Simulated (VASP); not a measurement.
# H5C3 (P-1) in VASP: single point with PBE+D3(BJ)

Aim: the single point of H5C3 with PBE+D3(BJ).

Program: VASP 6.6.1. These are calculated values, not measurements. Logs are shortened: lines on timing, memory, paths and dates and some standing lists are left out, and cuts for length are marked.

### 1 The cell of the first run

The typed cell holds 32 atoms: a = 6.357 Å, b = 6.415 Å, c = 7.497 Å, α = 79.42°, β = 70.67°, γ = 61.52°.

### 2 Single point, PBE+D3(BJ)

File INCAR:

```
PREC = Accurate
ENCUT = 520
EDIFF = 1E-6
ISMEAR = 0
SIGMA = 0.02
LREAL = Auto
LASPH = True
NELM = 100
ALGO = Normal
ISIF = 2
LWAVE = False
LCHARG = False
GGA = PE
IVDW = 12
NBANDS = 56
```

File KPOINTS:

```
regular mesh
0
Gamma
  4 4 4
```

File POSCAR:

```
H5C3
1.0
    6.3572491832      0.0065072352      0.0099362218
    3.0536143360      5.6416053498     -0.0098409135
    2.4707773795      0.2397648719      7.0738843336
H C
20 12
Direct
    0.1083760290      0.7693959579      0.2175688073
    0.8916239710      0.2306040421      0.7824311927
    0.8223461949      0.6206230784      0.2233631017
    0.1776538051      0.3793769216      0.7766368983
    0.0748722668      0.1775069499      0.1312417252
    0.9251277332      0.8224930501      0.8687582748
    0.9116097796      0.2169592348      0.3718269723
    0.0883902204      0.7830407652      0.6281730277
    0.3752434418      0.8964394153      0.2955994677
    0.6247565582      0.1035605847      0.7044005323
    0.2757543453      0.1027247421      0.4682635997
    0.7242456547      0.8972752579      0.5317364003
    0.5459142596      0.1495450810      0.0520525784
    0.4540857404      0.8504549190      0.9479474216
    0.6896243421      0.0457279327      0.2366796281
    0.3103756579      0.9542720673      0.7633203719
    0.5580183943      0.4850892245      0.1467239309
    0.4419816057      0.5149107755      0.8532760691
    0.4389192639      0.4293292777      0.3880114171
    0.5610807361      0.5706707223      0.6119885829
    0.1674061947      0.5783566156      0.2329280368
    0.8325938053      0.4216433844      0.7670719632
    0.0075975621      0.4960298136      0.2379115259
    0.9924024379      0.5039701864      0.7620884741
    0.0670571445      0.2380930433      0.2630406582
    0.9329428555      0.7619069567      0.7369593418
    0.3109067474      0.0848177132      0.3167287103
    0.6890932526      0.9151822868      0.6832712897
    0.5117447223      0.1631850659      0.2043941702
    0.4882552777      0.8368149341      0.7956058298
    0.4284467005      0.4200955657      0.2455839189
    0.5715532995      0.5799044343      0.7544160811
```

Potentials or basis: VASP PAW PBE potentials, release 64 (H, C).

Launch:

```sh
> cat potpaw_PBE.64/H/POTCAR potpaw_PBE.64/C/POTCAR > POTCAR
> mpirun -np 1 vasp_std > vasp.out
```

OUTCAR:

```text
PREC = Accurate
   ENCUT = 520
   EDIFF = 1E-6
   ISMEAR = 0
   LREAL = Auto
   LASPH = True
   NELM = 100
   ISIF = 2
   GGA = PE
   IVDW = 12
 IVDW          = 12

 ion  position               nearest neighbor table
   1  0.108  0.769  0.218-  21 1.09
   2  0.892  0.231  0.782-  22 1.09
   3  0.822  0.621  0.223-  23 1.09
   4  0.178  0.379  0.777-  24 1.09
   5  0.075  0.178  0.131-  25 1.10
   6  0.925  0.822  0.869-  26 1.10
[... 12 lines left out ...]
  19  0.439  0.429  0.388-  31 1.11
  20  0.561  0.571  0.612-  32 1.11
  21  0.167  0.578  0.233-   1 1.09  23 1.34  31 1.50
  22  0.833  0.422  0.767-   2 1.09  24 1.34  32 1.50
  23  0.008  0.496  0.238-   3 1.09  21 1.34  25 1.50
  24  0.992  0.504  0.762-   4 1.09  22 1.34  26 1.50
  25  0.067  0.238  0.263-   7 1.10   5 1.10  23 1.50  27 1.53
  26  0.933  0.762  0.737-   8 1.10   6 1.10  24 1.50  28 1.53
  27  0.311  0.085  0.317-   9 1.10  11 1.10  29 1.53  25 1.53
  28  0.689  0.915  0.683-  10 1.10  12 1.10  30 1.53  26 1.53
  29  0.512  0.163  0.204-  15 1.10  13 1.10  27 1.53  31 1.53
  30  0.488  0.837  0.796-  16 1.10  14 1.10  28 1.53  32 1.53
  31  0.428  0.420  0.246-  17 1.10  19 1.11  21 1.50  29 1.53
  32  0.572  0.580  0.754-  18 1.10  20 1.11  22 1.50  30 1.53

  Warning from LATTYP: Got some problem with cell dimensions!
  Tried to take original basis but could not verify dimensions!
  LATTYP: Found a triclinic cell.
 ALAT       =     6.4150111675
 B/A-ratio  =     1.7582999265
 C/A-ratio  =     1.1686345715
 COS(alpha) =     0.0221912370
 COS(beta)  =     0.1835613365
 COS(gamma) =     0.8686718371

  Lattice vectors:

 A1 = (   3.0536143360,   5.6416053498,  -0.0098409135)
 A2 = (  -0.2500205112,  11.2767034644,  -0.0296180488)
 A3 = (   2.4707773795,   0.2397648719,   7.0738843336)

Analysis of symmetry for initial positions (statically):
=====================================================================
 Subroutine PRICEL returns:
 Original cell was already a primitive cell.

 Routine SETGRP: Setting up the symmetry group for a
 triclinic supercell.

 Subroutine GETGRP returns: Found  2 space group operations
 (whereof  2 operations were pure point group operations)
 out of a pool of  2 trial point group operations.

The static configuration has the point symmetry S_2 .

Analysis of symmetry for dynamics (positions and initial velocities):
=====================================================================
 Subroutine PRICEL returns:
 Original cell was already a primitive cell.

[... 172 lines left out ...]
   NFREE  =      0    steps in history (QN), initial steepest desc. (CG)
   ISIF   =      2    stress and relaxation
   ISYM   =      2    0-nonsym 1-usesym 2-fastsym
   POTIM  = 0.5000    time-step for ionic-motion
   TEBEG  =    0.0;   TEEND  =   0.0 temperature during run
   PSTRESS=    0.0 pullay stress
   NELECT =      68.0000    total number of electrons
   NUPDOWN=      -1.0000    fix difference up-down
   EMIN   =  10.00;   EMAX   =-10.00  energy-range for DOS
   EFERMI =   0.00;   METHOD = LEGACY
   ISMEAR =     0;   SIGMA  =   0.02  broadening in eV -4-tet -1-fermi 0-gaus
   EFERMI_NEDOS =   21; number of points for ismear=-14 and -15
   IALGO  =     38    algorithm
   IMIX   =      4    mixing-type and parameters
     AMIX     =   0.40;   BMIX     =  1.00
     AMIX_MAG =   1.60;   BMIX_MAG =  1.00
  volume/ion in A,a.u.               =       7.92        53.45
  Fermi-wavevector in a.u.,A,eV,Ry     =   1.055880  1.995324 15.168896  1.114882
  Thomas-Fermi vector in A             =   2.191095
   LORBIT       =      0    0 simple, 1 ext, 2 COOP (PROOUT), +10 PAW based schemes
   GGA     = PE    functional components
   LHFCALC =     F    Hartree Fock is set to
   AEXX    =    0.0000 exact exchange contribution
   IVDW    =    12    specifies the selected vdW correction
   LEPSILON=     F    determine dielectric tensor
   LRPA    =     F    only Hartree local field effects (RPA)
 non-spin polarized calculation
 Gauss-broadening in eV      SIGMA  =   0.02
  energy-cutoff  :      520.00
  volume of cell :      253.45
 maximum number of plane-waves:      6850
   NGX = 23   NGY = 23   NGZ = 27

 number of electron      67.9999997 magnetization

 Free energy of the ion-electron system (eV)
  ---------------------------------------------------
  ext. energy  EPLUGINS =         0.00000000
  ---------------------------------------------------
  free energy    TOTEN  =      -181.56125820 eV

  energy without entropy =     -181.56125820  energy(sigma->0) =     -181.56125820

 E-fermi :  -0.7684     XC(G=0):  -8.0723

 val. band max:       -0.9193540323   @ k =  -0.2500  -0.0000   0.2500
 cond. band min:       3.6517095054   @ k =   0.0000   0.0000   0.0000
 fundamental gap:      4.5710635377
 Fermi energy:        -0.7684327124

 k-point     1 :       0.0000    0.0000    0.0000
  band No.  band energies     occupation
      1     -16.1883      2.00000
      2     -15.9721      2.00000
      3     -13.6251      2.00000
      4     -13.5834      2.00000
      5     -13.5698      2.00000
      6     -13.5171      2.00000
[... 1165 lines left out ...]
     45       7.5528      0.00000
     46       7.7592      0.00000

 [... further k-points ...]

 [bands above 46 left out]

------------------------ aborting loop because EDIFF is reached ----------------------------------------

 Edisp (eV)   -1.99873

 E8    (eV) :    -0.4714

  FORCE on cell =-STRESS in cart. coord.  units (eV):
  Direction    XX          YY          ZZ          XY          YZ          ZX
  --------------------------------------------------------------------------------------
  -------------------------------------------------------------------------------------
  Total       0.09713     0.01242    -0.05819     0.03197    -0.04864     0.01580
  in kB       0.61398     0.07852    -0.36784     0.20213    -0.30746     0.09990
  external pressure =        0.11 kB  Pullay stress =        0.00 kB

 VOLUME and BASIS-vectors are now :
 -----------------------------------------------------------------------------
  energy-cutoff  :      520.00
  volume of cell :      253.45
      direct lattice vectors                 reciprocal lattice vectors
     6.357249183  0.006507235  0.009936222     0.157469522 -0.085323939 -0.052109200
     3.053614336  5.641605350 -0.009840913    -0.000172221  0.177337349 -0.005950585
     2.470777379  0.239764872  7.073884334    -0.000221427  0.000366554  0.141429964

 POSITION                                       TOTAL-FORCE (eV/Angst)
 -----------------------------------------------------------------------------------
      3.57598      4.39350      1.53256         0.005865      0.015408     -0.001223
      8.30566      1.49438      5.54142        -0.005865     -0.015408      0.001223
      7.67488      3.56022      1.58211        -0.017130      0.011996     -0.005638
      4.20676      2.32766      5.49187         0.017130     -0.011996      0.005638
      1.34229      1.03338      0.92739        -0.013649     -0.009929     -0.021817
     10.53935      4.85450      6.14659         0.013649      0.009929      0.021817
[... 24 lines left out ...]
      4.61334      2.43168      1.73736         0.001275      0.002047      0.006609
      7.26831      3.45619      5.33662        -0.001275     -0.002047     -0.006609
 -----------------------------------------------------------------------------------
    total drift:                                0.000000      0.000000     -0.000000

  FREE ENERGIE OF THE ION-ELECTRON SYSTEM (eV)
  ---------------------------------------------------
  free  energy   TOTEN  =      -183.5599896547 eV

  energy  without entropy=     -183.5599896547  energy(sigma->0) =     -183.55998965
```

OSZICAR:

```text
N       E                     dE             d eps       ncg     rms          rms(c)
DAV:   1     0.229451396984E+03    0.22945E+03   -0.30512E+04  4032   0.106E+03
DAV:   2    -0.169527459099E+03   -0.39898E+03   -0.38319E+03  5224   0.225E+02
DAV:   3    -0.198462973994E+03   -0.28936E+02   -0.28757E+02  5056   0.604E+01
DAV:   4    -0.198999205291E+03   -0.53623E+00   -0.53526E+00  5304   0.943E+00
DAV:   5    -0.199011374798E+03   -0.12170E-01   -0.12165E-01  5160   0.135E+00    0.216E+01
DAV:   6    -0.184217292040E+03    0.14794E+02   -0.19999E+01  4704   0.148E+01    0.113E+01
DAV:   7    -0.181730449777E+03    0.24868E+01   -0.70054E+00  4952   0.914E+00    0.525E+00
DAV:   8    -0.181571600893E+03    0.15885E+00   -0.71387E-01  4832   0.348E+00    0.615E-01
DAV:   9    -0.181554473880E+03    0.17127E-01   -0.16573E-01  4880   0.153E+00    0.296E-01
DAV:  10    -0.181559677618E+03   -0.52037E-02   -0.13487E-02  4672   0.443E-01    0.116E-01
DAV:  11    -0.181561014821E+03   -0.13372E-02   -0.10312E-03  4776   0.145E-01    0.770E-02
DAV:  12    -0.181561221690E+03   -0.20687E-03   -0.51569E-04  4664   0.893E-02    0.196E-02
DAV:  13    -0.181561253495E+03   -0.31805E-04   -0.60456E-05  4832   0.334E-02    0.878E-03
DAV:  14    -0.181561257320E+03   -0.38251E-05   -0.57265E-06  4776   0.112E-02    0.411E-03
DAV:  15    -0.181561258200E+03   -0.88033E-06   -0.20931E-06  3816   0.709E-03
   1 F= -.18355999E+03 E0= -.18355999E+03  d E =-.854278E-28
```

Run time: 13 min. Hardware: 1 thread of AMD EPYC 9R14 (Zen 4), shared host; peak memory 0.47 GiB.

What came out:

```yaml
Free_energy: -183.5600 eV
Pressure: 0.0 GPa
Largest_force: 0.032 eV/Å
Band_gap_on_the_k_mesh: 4.57 eV, indirect (least direct gap 4.64 eV)
Dispersion_energy_per_atom: -0.062 eV
```

Forces on the atoms (eV/Å):
```
H    0.006  0.015 -0.001
H   -0.006 -0.015  0.001
H   -0.017  0.012 -0.006
H    0.017 -0.012  0.006
H   -0.014 -0.010 -0.022
H    0.014  0.010  0.022
H   -0.023 -0.003  0.020
H    0.023  0.003 -0.020
H   -0.008 -0.027 -0.002
H    0.008  0.027  0.002
H    0.005  0.001  0.029
H   -0.005 -0.001 -0.029
H   -0.004 -0.003 -0.028
H    0.004  0.003  0.028
H    0.016 -0.012  0.005
H   -0.016  0.012 -0.005
H    0.019  0.009 -0.018
H   -0.019 -0.009  0.018
H    0.010  0.001  0.021
H   -0.010 -0.001 -0.021
C    0.020  0.025 -0.005
C   -0.020 -0.025  0.005
C   -0.025 -0.007  0.001
C    0.025  0.007 -0.001
C    0.008  0.007  0.001
C   -0.008 -0.007 -0.001
C    0.004 -0.002  0.000
C   -0.004  0.002  0.000
C    0.005 -0.004  0.005
C   -0.005  0.004 -0.005
C    0.001  0.002  0.007
C   -0.001 -0.002 -0.007
```
